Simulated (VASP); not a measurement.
# Li2ScAgC6N6 (Fm-3m) in VASP: a series of runs

The runs below take Li2ScAgC6N6 through single point, relaxation of cell and atoms, with PBE.

All numbers are computed with VASP 6.6.1; they aren't measurements. Logs are shortened: lines on timing, memory, paths and dates and some standing lists are left out, and cuts for length are marked.

## (1) The cell of the first run

The structure is cubic, space group Fm-3m (No. 225). The conventional cell has a = 11.831 Å, b = 11.831 Å, c = 11.831 Å, α = 90.00°, β = 90.00°, γ = 90.00°. Within 5.5 Å of Li (site symmetry -43m) lie 12 N at 4.21 Å and 12 C at 4.23 Å and 4 Sc at 5.12 Å and 4 Ag at 5.12 Å. Sc (site symmetry m-3m) has 6 C at 2.30 Å within 3.0 Å. Ag (site symmetry m-3m) has 6 N at 2.45 Å within 3.2 Å. Within 1.6 Å of C (site symmetry 4mm) lie 1 N at 1.17 Å. Within 1.6 Å of N (site symmetry 4mm) lie 1 C at 1.17 Å.

## (2) Single point, PBE

The input, INCAR:

```
ALGO     = Normal         # electronic algorithm
EDIFF    = 1E-6           # SCF threshold, eV
ENCUT    = 520            # plane-wave cutoff, eV
GGA      = PE             # functional
ISIF     = 2              # what is computed and relaxed
ISMEAR   = 0              # smearing method
LASPH    = T              # aspherical terms in the spheres
LCHARG   = F              # write CHGCAR
LREAL    = Auto         
LWAVE    = F              # write WAVECAR
NBANDS   = 55             # bands
NELM     = 60             # most SCF steps
PREC     = Accurate       # precision mode
SIGMA    = 0.1            # smearing width, eV
```

The input, KPOINTS:

```
k-points
0
Gamma
  4 4 4
```

The input, POSCAR:

```
Li2ScAgC6N6
1.0
    0.0000000000      5.9153610624      5.9153610624
    5.9153610624      0.0000000000      5.9153610624
    5.9153610624      5.9153610624      0.0000000000
Li Sc Ag C N
2 1 1 6 6
Direct
    0.2500000000      0.2500000000      0.2500000000
    0.7500000000      0.7500000000      0.7500000000
    0.0000000000      0.0000000000      0.0000000000
    0.5000000000      0.5000000000      0.5000000000
    0.8058402302      0.1941597698      0.1941597698
    0.1941597698      0.8058402302      0.1941597698
    0.1941597698      0.1941597698      0.8058402302
    0.1941597698      0.8058402302      0.8058402302
    0.8058402302      0.1941597698      0.8058402302
    0.8058402302      0.8058402302      0.1941597698
    0.7069011565      0.2930988435      0.2930988435
    0.2930988435      0.7069011565      0.2930988435
    0.2930988435      0.2930988435      0.7069011565
    0.2930988435      0.7069011565      0.7069011565
    0.7069011565      0.2930988435      0.7069011565
    0.7069011565      0.7069011565      0.2930988435
```

Potentials or basis: VASP PAW PBE potentials, release 64 (Li_sv, Sc_sv, Ag, C, N).

The run is started by

```console
$ cat potpaw_PBE.64/Li_sv/POTCAR potpaw_PBE.64/Sc_sv/POTCAR potpaw_PBE.64/Ag/POTCAR potpaw_PBE.64/C/POTCAR potpaw_PBE.64/N/POTCAR > POTCAR
$ mpirun -np 1 vasp_std > vasp.out
```

OUTCAR:

```text
EDIFF = 1E-6
   ENCUT = 520
   GGA = PE
   ISIF = 2
   ISMEAR = 0
   LASPH = T
   LREAL = Auto
   NELM = 60
   PREC = Accurate

 ion  position               nearest neighbor table
   1  0.250  0.250  0.250-
   2  0.750  0.750  0.750-
   3  0.000  0.000  0.000-   5 2.30   6 2.30   7 2.30   8 2.30   9 2.30  10 2.30
   4  0.500  0.500  0.500-  11 2.45  12 2.45  13 2.45  14 2.45  15 2.45  16 2.45
   5  0.806  0.194  0.194-  11 1.17   3 2.30
   6  0.194  0.806  0.194-  12 1.17   3 2.30
   7  0.194  0.194  0.806-  13 1.17   3 2.30
   8  0.194  0.806  0.806-  14 1.17   3 2.30
   9  0.806  0.194  0.806-  15 1.17   3 2.30
  10  0.806  0.806  0.194-  16 1.17   3 2.30
  11  0.707  0.293  0.293-   5 1.17   4 2.45
  12  0.293  0.707  0.293-   6 1.17   4 2.45
  13  0.293  0.293  0.707-   7 1.17   4 2.45
  14  0.293  0.707  0.707-   8 1.17   4 2.45
  15  0.707  0.293  0.707-   9 1.17   4 2.45
  16  0.707  0.707  0.293-  10 1.17   4 2.45

  LATTYP: Found a face centered cubic cell.
 ALAT       =    11.8307221248

  Lattice vectors:

 A1 = (   0.0000000000,   5.9153610624,   5.9153610624)
 A2 = (   5.9153610624,   0.0000000000,   5.9153610624)
 A3 = (   5.9153610624,   5.9153610624,   0.0000000000)

Analysis of symmetry for initial positions (statically):
=====================================================================
 Subroutine PRICEL returns:
 Original cell was already a primitive cell.

 Routine SETGRP: Setting up the symmetry group for a
 face centered cubic supercell.

 Subroutine GETGRP returns: Found 48 space group operations
 (whereof 48 operations were pure point group operations)
 out of a pool of 48 trial point group operations.

The static configuration has the point symmetry O_h .

Analysis of symmetry for dynamics (positions and initial velocities):
=====================================================================
 Subroutine PRICEL returns:
 Original cell was already a primitive cell.

 Routine SETGRP: Setting up the symmetry group for a
 face centered cubic supercell.

 Subroutine GETGRP returns: Found 48 space group operations
 (whereof 48 operations were pure point group operations)
 out of a pool of 48 trial point group operations.

The dynamic configuration has the point symmetry O_h .

 Subroutine INISYM returns: Found 48 space group operations
 (whereof 48 operations are pure point group operations),
 and found     1 'primitive' translations

----------------------------------------------------------------------------------------

                                     Primitive cell

  volume of cell :     413.9747

  direct lattice vectors                    reciprocal lattice vectors
     0.000000000  5.915361062  5.915361062    -0.084525694  0.084525694  0.084525694
     5.915361062  0.000000000  5.915361062     0.084525694 -0.084525694  0.084525694
     5.915361062  5.915361062  0.000000000     0.084525694  0.084525694 -0.084525694

  length of vectors
     8.365583841  8.365583841  8.365583841     0.146402797  0.146402797  0.146402797

  position of ions in fractional coordinates (direct lattice)
     0.250000000  0.250000000  0.250000000
     0.750000000  0.750000000  0.750000000
     0.000000000  0.000000000  0.000000000
     0.500000000  0.500000000  0.500000000
     0.805840230  0.194159770  0.194159770
     0.194159770  0.805840230  0.194159770
[... 8 lines left out ...]
     0.706901157  0.293098843  0.706901157
     0.706901157  0.706901157  0.293098843

  ion indices of the primitive-cell ions
   primitive index   ion index
                 1           1
                 2           2
                 3           3
                 4           4
                 5           5
                 6           6
[... 8 lines left out ...]
                15          15
                16          16

----------------------------------------------------------------------------------------

 KPOINTS: k-points

Automatic generation of k-mesh.
 Grid dimensions read from file:
 generate k-points for:    4    4    4

 Generating k-lattice:

  Cartesian coordinates                     Fractional coordinates (reciprocal lattice)
    -0.021131424  0.021131424  0.021131424     0.250000000  0.000000000  0.000000000
     0.021131424 -0.021131424  0.021131424     0.000000000  0.250000000  0.000000000
     0.021131424  0.021131424 -0.021131424     0.000000000  0.000000000  0.250000000

  Length of vectors
     0.036600699  0.036600699  0.036600699

  Shift w.r.t. Gamma in fractional coordinates (k-lattice)
     0.000000000  0.000000000  0.000000000

 Subroutine IBZKPT returns following result:
 ===========================================

 Found      8 irreducible k-points:

 Following reciprocal coordinates:
            Coordinates               Weight
  0.000000  0.000000  0.000000      1.000000
  0.250000  0.000000  0.000000      8.000000
  0.500000  0.000000  0.000000      4.000000
  0.250000  0.250000  0.000000      6.000000
  0.500000  0.250000  0.000000     24.000000
 -0.250000  0.250000  0.000000     12.000000
  0.500000  0.500000  0.000000      3.000000
 -0.250000  0.500000  0.250000      6.000000
   k-points           NKPTS =      8   k-points in BZ     NKDIM =      8   number of bands    NBANDS=     55
   number of dos      NEDOS =    301   number of ions     NIONS =     16
   total plane-waves  NPLWV = 262144
   dimension x,y,z NGX =    64 NGY =   64 NGZ =   64
   dimension x,y,z NGXF=   128 NGYF=  128 NGZF=  128
   ions per type =               2   1   1   6   6
   NGX,Y,Z   is equivalent  to a cutoff of  12.72, 12.72, 12.72 a.u.
   NGXF,Y,Z  is equivalent  to a cutoff of  25.44, 25.44, 25.44 a.u.
 SYSTEM =  unknown system
   PREC   = accura    normal or accurate (medium, high low for compatibility)
   ISTART =      0    job   : 0-new  1-cont  2-samecut
   ICHARG =      2    charge: 1-file 2-atom 10-const
   ISPIN  =      1    spin polarized calculation?
   LNONCOLLINEAR =      F non collinear calculations
   LSORBIT =      F    spin-orbit coupling
   LASPH  =      T    aspherical Exc in radial PAW
   ENCUT  =  520.0 eV  38.22 Ry    6.18 a.u.  15.55 15.55 15.55*2*pi/ulx,y,z
   NELM   =     60;   NELMIN=  2; NELMDL= -5     # of ELM steps
   EDIFF  = 0.1E-05   stopping-criterion for ELM
   LREAL  =      T    real-space projection
   EDIFFG = 0.1E-04   stopping-criterion for IOM
   NSW    =      0    number of steps for IOM
   IBRION =     -1    ionic relax: 0-MD 1-quasi-New 2-CG
   NFREE  =      0    steps in history (QN), initial steepest desc. (CG)
   ISIF   =      2    stress and relaxation
   ISYM   =      2    0-nonsym 1-usesym 2-fastsym
   POTIM  = 0.5000    time-step for ionic-motion
   TEBEG  =    0.0;   TEEND  =   0.0 temperature during run
   PSTRESS=    0.0 pullay stress
   NELECT =      82.0000    total number of electrons
   NUPDOWN=      -1.0000    fix difference up-down
   EMIN   =  10.00;   EMAX   =-10.00  energy-range for DOS
   EFERMI =   0.00;   METHOD = LEGACY
   ISMEAR =     0;   SIGMA  =   0.10  broadening in eV -4-tet -1-fermi 0-gaus
   EFERMI_NEDOS =   21; number of points for ismear=-14 and -15
   IALGO  =     38    algorithm
   IMIX   =      4    mixing-type and parameters
     AMIX     =   0.40;   BMIX     =  1.00
     AMIX_MAG =   1.60;   BMIX_MAG =  1.00
  volume/ion in A,a.u.               =      25.87       174.60
  Fermi-wavevector in a.u.,A,eV,Ry     =   0.954307  1.803379 12.390856  0.910702
  Thomas-Fermi vector in A             =   2.083042
   LORBIT       =      0    0 simple, 1 ext, 2 COOP (PROOUT), +10 PAW based schemes
   GGA     = PE    functional components
   LHFCALC =     F    Hartree Fock is set to
   AEXX    =    0.0000 exact exchange contribution
   IVDW    =     0    specifies the selected vdW correction
   LEPSILON=     F    determine dielectric tensor
   LRPA    =     F    only Hartree local field effects (RPA)
 non-spin polarized calculation
 Gauss-broadening in eV      SIGMA  =   0.10
  energy-cutoff  :      520.00
  volume of cell :      413.97
 maximum number of plane-waves:     11182
 NGX is ok and might be reduce to    64
   NGX = 31   NGY = 31   NGZ = 31

 number of electron      82.0000022 magnetization

 Free energy of the ion-electron system (eV)
  ---------------------------------------------------
  ext. energy  EPLUGINS =         0.00000000
  ---------------------------------------------------
  free energy    TOTEN  =      -113.16334188 eV

  energy without entropy =     -113.16334188  energy(sigma->0) =     -113.16334188

 E-fermi :  -0.1232     XC(G=0):  -6.0514

 val. band max:       -0.7155301109   @ k =   0.5000   0.0000   0.0000
 cond. band min:       0.7148194645   @ k =   0.5000   0.0000   0.0000
 fundamental gap:      1.4303495754
 Fermi energy:        -0.1232362720

 k-point     1 :       0.0000    0.0000    0.0000
  band No.  band energies     occupation
      1     -51.1344      2.00000
      2     -51.1343      2.00000
      3     -50.2410      2.00000
      4     -28.8513      2.00000
      5     -28.8513      2.00000
      6     -28.8513      2.00000
[... 45 lines left out ...]
     52       3.3504      0.00000
     53       4.1816      0.00000

 k-point     2 :       0.2500    0.0000    0.0000
  band No.  band energies     occupation
      1     -51.1344      2.00000
      2     -51.1343      2.00000
      3     -50.2410      2.00000
      4     -28.8513      2.00000
      5     -28.8513      2.00000
      6     -28.8513      2.00000
[... 45 lines left out ...]
     52       3.5872      0.00000
     53       3.7843      0.00000
[... 278 lines left out ...]
     52       3.7875      0.00000
     53       3.8093      0.00000

 k-point     8 :      -0.2500    0.5000    0.2500
  band No.  band energies     occupation
      1     -51.1343      2.00000
      2     -51.1343      2.00000
      3     -50.2410      2.00000
      4     -28.8513      2.00000
      5     -28.8513      2.00000
      6     -28.8513      2.00000
[... 45 lines left out ...]
     52       3.6899      0.00000
     53       3.7009      0.00000
 [bands above 53 left out]

------------------------ aborting loop because EDIFF is reached ----------------------------------------

  FORCE on cell =-STRESS in cart. coord.  units (eV):
  Direction    XX          YY          ZZ          XY          YZ          ZX
  --------------------------------------------------------------------------------------
  -------------------------------------------------------------------------------------
  Total        0.9935207      0.9935207      0.9935207     -0.0000000      0.0000000     -0.0000000
  in kB        3.8451540      3.8451540      3.8451540     -0.0000000      0.0000000     -0.0000000
  external PRESSURE =       3.8451540 kB  Pullay stress =       0.0000000 kB

 VOLUME and BASIS-vectors are now :
 -----------------------------------------------------------------------------
  energy-cutoff  :      520.00
  volume of cell :      413.97
      direct lattice vectors                 reciprocal lattice vectors
     0.000000000  5.915361062  5.915361062    -0.084525694  0.084525694  0.084525694
     5.915361062  0.000000000  5.915361062     0.084525694 -0.084525694  0.084525694
     5.915361062  5.915361062  0.000000000     0.084525694  0.084525694 -0.084525694

 POSITION                                       TOTAL-FORCE (eV/Angst)
 -----------------------------------------------------------------------------------
      2.95768      2.95768      2.95768        -0.000000      0.000000      0.000000
      8.87304      8.87304      8.87304        -0.000000      0.000000     -0.000000
      0.00000      0.00000      0.00000        -0.000000      0.000000     -0.000000
      5.91536      5.91536      5.91536        -0.000000      0.000000     -0.000000
      2.29705      5.91536      5.91536        -0.406336      0.000000      0.000000
      5.91536      2.29705      5.91536        -0.000000     -0.406336      0.000000
[... 8 lines left out ...]
      5.91536      8.36315      5.91536        -0.000000     -0.415442      0.000000
      5.91536      5.91536      8.36315        -0.000000      0.000000     -0.415442
 -----------------------------------------------------------------------------------
    total drift:                                0.000000      0.000000      0.000000

  FREE ENERGIE OF THE ION-ELECTRON SYSTEM (eV)
  ---------------------------------------------------
  free  energy   TOTEN  =      -113.1633418832 eV

  energy  without entropy=     -113.1633418832  energy(sigma->0) =     -113.16334188
```

Run time: 7.4 min. Hardware: 1 thread of AMD EPYC 7R13 (Zen 3), shared host; peak memory 0.6 GiB.

What came out:

```
Free energy            : -113.1633 eV
Largest force          : 0.415 eV/Å
Band gap on the k mesh : 1.43 eV
```

Forces in eV/Å, atoms in the order of the input:
```
Li   0.000  0.000  0.000
Li   0.000  0.000  0.000
Sc   0.000  0.000  0.000
Ag   0.000  0.000  0.000
C   -0.406  0.000  0.000
C    0.000 -0.406  0.000
C    0.000  0.000 -0.406
C    0.406  0.000  0.000
C    0.000  0.406  0.000
C    0.000  0.000  0.406
N    0.415  0.000  0.000
N    0.000  0.415  0.000
N    0.000  0.000  0.415
N   -0.415  0.000  0.000
N    0.000 -0.415  0.000
N    0.000  0.000 -0.415
```

Caveat: the cutoff is under 1.25 times the usual one of these potentials, so pressure, stress and relaxed cells hold a basis-set (Pulay) error. A k mesh can miss the band edges.

## (3) Single point, PBE

This run uses another cell than the first one, of 25.96 Å³/atom.

The input, INCAR:

```
SYSTEM = Li2ScAgC6N6
PREC = Accurate
ENCUT = 520
EDIFF = 1E-6
ISMEAR = 0
SIGMA = 0.02
LREAL = Auto
LASPH = .TRUE.
NELM = 100
ALGO = Normal
ISIF = 2
LWAVE = .FALSE.
LCHARG = .TRUE.
GGA = PE
LELF = .TRUE.
LVHAR = .TRUE.
NBANDS = 55
```

The input, KPOINTS:

```
Automatic mesh
0
G
  4 4 4
  0 0 0
```

The input, POSCAR:

```
Li2ScAgC6N6
1.0
    0.0000000000      5.9215804027      5.9215804027
    5.9215804027      0.0000000000      5.9215804027
    5.9215804027      5.9215804027      0.0000000000
Li Sc Ag C N
2 1 1 6 6
Direct
    0.2500000000      0.2500000000      0.2500000000
    0.7500000000      0.7500000000      0.7500000000
    0.0000000000      0.0000000000      0.0000000000
    0.5000000000      0.5000000000      0.5000000000
    0.8060517313      0.1939482687      0.1939482687
    0.1939482687      0.8060517313      0.1939482687
    0.1939482687      0.1939482687      0.8060517313
    0.1939482687      0.8060517313      0.8060517313
    0.8060517313      0.1939482687      0.8060517313
    0.8060517313      0.8060517313      0.1939482687
    0.7072021142      0.2927978858      0.2927978858
    0.2927978858      0.7072021142      0.2927978858
    0.2927978858      0.2927978858      0.7072021142
    0.2927978858      0.7072021142      0.7072021142
    0.7072021142      0.2927978858      0.7072021142
    0.7072021142      0.7072021142      0.2927978858
```

Potentials or basis: VASP PAW PBE potentials, release 64 (Li_sv, Sc_sv, Ag, C, N).

The run is started by

```console
$ cat potpaw_PBE.64/Li_sv/POTCAR potpaw_PBE.64/Sc_sv/POTCAR potpaw_PBE.64/Ag/POTCAR potpaw_PBE.64/C/POTCAR potpaw_PBE.64/N/POTCAR > POTCAR
$ mpirun -np 1 vasp_std > vasp.out
```

Run time: 6.4 min. Hardware: 1 thread of AMD EPYC 7R13 (Zen 3), shared host; peak memory 0.6 GiB.

Results (log left out):

```yaml
Free_energy: -113.1638 eV
Largest_force: 0.414 eV/Å
Band_gap_on_the_k_mesh: 1.46 eV
```

Forces on the atoms (eV/Å):
```
Li   0.000  0.000  0.000
Li   0.000  0.000  0.000
Sc   0.000  0.000  0.000
Ag   0.000  0.000  0.000
C   -0.386  0.000  0.000
C    0.000 -0.386  0.000
C    0.000  0.000 -0.386
C    0.386  0.000  0.000
C    0.000  0.386  0.000
C    0.000  0.000  0.386
N    0.414  0.000  0.000
N    0.000  0.414  0.000
N    0.000  0.000  0.414
N   -0.414  0.000  0.000
N    0.000 -0.414  0.000
N    0.000  0.000 -0.414
```

Levels at points of the mesh, in eV from the valence-band top:
| k point | band 37 | band 38 | band 39 | band 40 | band 41 | band 42 | band 43 | band 44 | band 45 | band 46 |
| --- | --- | --- | --- | --- | --- | --- | --- | --- | --- | --- |
| (0.00, 0.00, 0.00) | -1.36 | -1.36 | -1.36 | -0.05 | -0.05 | 1.50 | 1.50 | 1.50 | 1.66 | 2.38 |
| (0.50, 0.00, 0.00) | -1.29 | -1.29 | -1.29 | 0.00 | 0.00 | 1.46 | 1.51 | 1.51 | 2.17 | 2.17 |
| (0.50, 0.50, 0.00) | -1.36 | -1.26 | -1.26 | -0.06 | -0.05 | 1.50 | 1.59 | 1.59 | 2.16 | 2.43 |

Caveat: the cutoff is under 1.25 times the usual one of these potentials, so pressure, stress and relaxed cells hold a basis-set (Pulay) error.

(Part 1 of 2 ends here.)
